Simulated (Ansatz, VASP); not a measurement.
**NiO: VASP beside Ansatz**

```xyz
4
Lattice="0.0000 2.0913 2.0913 4.1826 2.0913 2.0913 4.1826 4.1826 0.0000" Properties=species:S:1:pos:R:3 pbc="T T T"
Ni    0.0000    0.0000    0.0000
Ni    2.0913    2.0913    0.0000
O     2.0913    2.0913    2.0913
O     4.1826    4.1826    2.0913
```

Alike in both runs: task single point; functional LDA; k mesh 12 × 12 × 6; occupations gaussian, width 0.05 eV; collinear spin; Hubbard terms Ni d U = 4.2 eV.

|  | VASP | Ansatz |
| --- | --- | --- |
| version | VASP 6.6.1 | Ansatz 0.2.0 |
| potentials or method | VASP PAW LDA potentials, release 64 (Ni, O), cutoff 520 eV | scalar-relativistic, plane waves, PAW |
| valence electrons in the cell | 32 | 48 |

VASP gave:

* gap on the k mesh at the Fermi level (eV): 0.82
* least direct gap on the mesh (eV): 1.59
* pressure (GPa): -14.6
* net moment per atom (μB): 0.00
* size of the moment on the site where the two differ most (μB): 1.73

Q: Estimate Ansatz's values.

A: gap on the k mesh at the Fermi level (eV): 0.72; least direct gap on the mesh (eV): 1.47; pressure (GPa): -7.7; net moment per atom (μB): 0.00; size of the moment on the site where the two differ most (μB): 1.65.

LDA's correlation is that of Perdew and Zunger in VASP and of Perdew and Wang (1992) in Ansatz. Site moments also hang on the region over which each program counts them. The programs project onto different local orbitals, so the same U acts differently, and such runs can settle in different states. VASP's potentials hold 32 valence electrons a cell and Ansatz's 48, so a difference there can come from the potentials and not from the codes. Ansatz's warnings: stability check not made.
